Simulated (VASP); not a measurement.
A run of VASP 6.6.1:

File INCAR:

```
SYSTEM = ZrS
PREC     = Accurate       ! precision mode
ENCUT    = 520            ! plane-wave cutoff, eV
EDIFF    = 1E-6           ! SCF threshold, eV
ISMEAR   = 0              ! smearing method
SIGMA    = 0.15           ! smearing width, eV
LREAL    = .False.        ! projectors in reciprocal space
LASPH    = .True.         ! aspherical terms in the spheres
NELM     = 60             ! most SCF steps
ALGO     = Normal         ! electronic algorithm
ISIF     = 2              ! what is computed and relaxed
LWAVE    = .False.        ! write WAVECAR
LCHARG   = .False.        ! write CHGCAR
GGA      = PS             ! functional
NBANDS   = 16             ! bands
```

The input KPOINTS:

```
regular mesh
0
Gamma
  16 16 16
  0 0 0
```

The input POSCAR:

```
ZrS
1.0
   -0.1053235197      2.5769392918      2.5769392918
    2.5769392918     -0.1053235197      2.5769392918
    2.5769392918      2.5769392918     -0.1053235197
Zr S
1 1
Direct
    0.0000000000      0.0000000000      0.0000000000
    0.5000000000      0.5000000000      0.5000000000
```

Potentials or basis: VASP PAW PBE potentials, release 64 (Zr_sv, S).

Launch:

```sh
$ cat potpaw_PBE.64/Zr_sv/POTCAR potpaw_PBE.64/S/POTCAR > POTCAR
$ mpirun -np 1 vasp_std > vasp.out
```

Hardware: 1 thread of Intel(R) Xeon(R) Platinum 8559C (Emerald Rapids), with other jobs on the host.

Estimate the wall time of this run.

Run time: 100 s on 1 thread of Intel(R) Xeon(R) Platinum 8559C (Emerald Rapids), with other jobs on the host, peak memory 0.34 GiB. Counts: scf iterations 13, k points 417.
